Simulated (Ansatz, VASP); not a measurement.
**Ti3H: VASP beside Ansatz**

```
CELL_PARAMETERS angstrom
4.60398 0.00000 0.00000
-2.30199 3.98716 0.00000
0.00000 0.00000 22.49699
ATOMIC_POSITIONS crystal
Ti 0.66667 0.33333 0.17780
Ti 0.33333 0.66667 0.21958
Ti 0.00000 0.00000 0.26135
Ti 0.66667 0.33333 0.29806
Ti 0.33333 0.66667 0.33046
Ti 0.00000 0.00000 0.37769
H 0.27571 0.72429 0.53772
H 0.39096 0.60904 0.53772
```

Alike in both runs: task single point; functional PBE; k mesh 6 × 6 × 1; occupations gaussian, width 0.1 eV; no spin polarisation.

|  | VASP | Ansatz |
| --- | --- | --- |
| version | VASP 6.6.1 | Ansatz 0.2.0 |
| potentials or method | VASP PAW PBE potentials, release 64 (Ti_sv, H), cutoff 520 eV | scalar-relativistic, plane waves, PAW |
| valence electrons in the cell | 74 | 74 |

```csv
,VASP,Ansatz,Ansatz less VASP
gap on the k mesh at the Fermi level (eV),none,none,-
rms of the force components (eV/Å),1.028,1.028,+0.0002
```

Atom by atom the forces differ by 0.006 eV/Å (rms over components). A gap of «none» marks a metal or a gap that the smearing closes. With one functional, cell and mesh, what is left measures potentials, basis and numerics.
